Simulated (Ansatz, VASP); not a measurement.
## Ni2Ge in VASP and in Ansatz

```xyz
6
Lattice="3.7378 0.0000 0.0000 -1.8689 3.2370 0.0000 0.0000 0.0000 5.6621" Properties=species:S:1:pos:R:3 pbc="T T T"
Ni    1.8689    1.0790    1.4155
Ni    0.0000    2.1580    4.2466
Ni    0.0000    0.0000    0.0000
Ni    0.0000    0.0000    2.8310
Ge    1.8689    1.0790    4.2466
Ge    0.0000    2.1580    1.4155
```

Alike in both runs: task single point; functional PBEsol; k mesh 18 × 18 × 10; occupations gaussian, width 0.15 eV; no spin polarisation.

|  | VASP | Ansatz |
| --- | --- | --- |
| version | VASP 6.6.1 | Ansatz 0.2.0 |
| potentials or method | VASP PAW PBE potentials, release 64 (Ni, Ge_d), cutoff 520 eV | scalar-relativistic, plane waves, PAW |
| valence electrons in the cell | 68 | 100 |

Ansatz gave:

| Property | Result |
| --- | --- |
| gap on the k mesh at the Fermi level (eV) | none |
| pressure (GPa) | 10.6 |
| traceless stress, the component that is largest in VASP (GPa) | -22.48 |

Task: Which values does VASP return?

Result: gap on the k mesh at the Fermi level (eV): none; pressure (GPa): 11.1; traceless stress, the component that is largest in VASP (GPa): -22.64.

VASP's potentials were made for PBE, not for PBEsol. A gap of «none» marks a metal or a gap that the smearing closes. VASP's potentials hold 68 valence electrons a cell and Ansatz's 100, so a difference there can come from the potentials and not from the codes.
